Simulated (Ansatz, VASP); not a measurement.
**Two plane-wave programs on Al**

```xyz
6
Lattice="2.8684 0.0000 0.0000 -1.4342 2.4841 0.0000 0.0000 0.0000 13.9427" Properties=species:S:1:pos:R:3 pbc="T T T"
Al    0.0000    0.0000    0.0000
Al    1.4342    0.8280   11.6468
Al    0.0000    0.0000    9.3088
Al    1.4342    0.8280    6.9714
Al    0.0000    0.0000    4.6340
Al    1.4342    0.8280    2.2959
```

Alike in both runs: task single point; functional PBE; k mesh 6 × 6 × 2; occupations gaussian, width 0.1 eV; no spin polarisation.

|  | VASP | Ansatz |
| --- | --- | --- |
| version | VASP 6.6.1 | Ansatz 0.2.0 |
| potentials or method | VASP PAW PBE potentials, release 64 (Al), cutoff 520 eV | scalar-relativistic, plane waves, PAW |
| valence electrons in the cell | 18 | 18 |

|  | VASP | Ansatz | Ansatz less VASP |
| --- | --- | --- | --- |
| gap on the k mesh at the Fermi level (eV) | none | none | - |
| pressure (GPa) | 0.5 | 0.6 | +0.04 |
| traceless stress, the component that is largest in VASP (GPa) | 0.76 | 0.76 | -0.008 |
| rms of the force components (eV/Å) | 0.041 | 0.041 | 0.0000 |

Atom by atom the forces differ by 0.000 eV/Å (rms over components). A gap of «none» marks a metal or a gap that the smearing closes. The functional is the same, so the differences come from potentials, cutoffs and numerics.

The k mesh is coarse, so the values compare programs but aren't converged.
